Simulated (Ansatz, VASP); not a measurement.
CaO: VASP beside Ansatz

File INCAR:

```
PREC     = Accurate       # precision mode
ENCUT    = 520            # plane-wave cutoff, eV
EDIFF    = 1E-7           # SCF threshold, eV
ISMEAR   = 0              # smearing method
SIGMA    = 0.05           # smearing width, eV
LREAL    = F              # projectors in reciprocal space
LASPH    = T              # aspherical terms in the spheres
NELM     = 80             # most SCF steps
ALGO     = Normal         # electronic algorithm
ISIF     = 2              # what is computed and relaxed
LWAVE    = F              # write WAVECAR
LCHARG   = F              # write CHGCAR
NBANDS   = 24             # bands
```

The input KPOINTS:

```
Automatic mesh
0
Gamma
  9 9 6
```

Contents of POSCAR:

```
CaO
1.0
    4.0518554619      0.0000000000      0.0000000000
   -2.0259277309      3.4571524753      0.0000000000
    0.0000000000      0.0000000000      4.7848400100
Ca O
2 2
Direct
    0.3333333333      0.6666666667      0.7500000000
    0.6666666667      0.3333333333      0.2500000000
    0.3333333333      0.6666666667      0.2500000000
    0.6666666667      0.3333333333      0.7500000000
```

Input for Ansatz:

```yaml
crystal:
  lattice:
    - [4.0518554619, 0.0, 0.0]
    - [-2.0259277309, 3.4571524753, 0.0]
    - [0.0, 0.0, 4.78484001]
  atoms:
    - { symbol: Ca, position: [0.3333333333, 0.6666666667, 0.75] }
    - { symbol: Ca, position: [0.6666666667, 0.3333333333, 0.25] }
    - { symbol: O, position: [0.3333333333, 0.6666666667, 0.25] }
    - { symbol: O, position: [0.6666666667, 0.3333333333, 0.75] }
basis:
  ecutwfc: 420
kpoints:
  mp_grid: { grid: [9, 9, 6] }
hamiltonian:
  xc: lda
scf:
  occupations: { method: gaussian, width: 0.05 }
output:
  forces: true
  stress: true
  eigenvalues: true
```

Change from the starting cell: strain +0.0150 x Voigt [1, 0, 0, 0, 0, 0], atoms carried along.

Alike in both runs: task single point; functional LDA; k mesh 9 × 9 × 6; occupations gaussian, width 0.05 eV; no spin polarisation.

|  | VASP | Ansatz |
| --- | --- | --- |
| version | VASP 6.6.1 | Ansatz 0.2.0 |
| potentials or method | VASP PAW LDA potentials, release 64 (Ca_sv, O), cutoff 520 eV | scalar-relativistic, plane waves, PAW |
| valence electrons in the cell | 32 | 32 |

```csv
,VASP,Ansatz,Ansatz less VASP
gap on the k mesh at the Fermi level (eV),2.93,2.94,+0.007
least direct gap on the mesh (eV),2.93,2.94,+0.007
pressure (GPa),-6.2,-6.8,-0.60
"traceless stress, the component that is largest in VASP (GPa)",0.58,0.59,+0.012
rms of the force components (eV/Å),0.037,0.035,-0.0027
```

LDA's correlation is that of Perdew and Zunger in VASP and of Perdew and Wang (1992) in Ansatz. Atom by atom the forces differ by 0.003 eV/Å (rms over components).
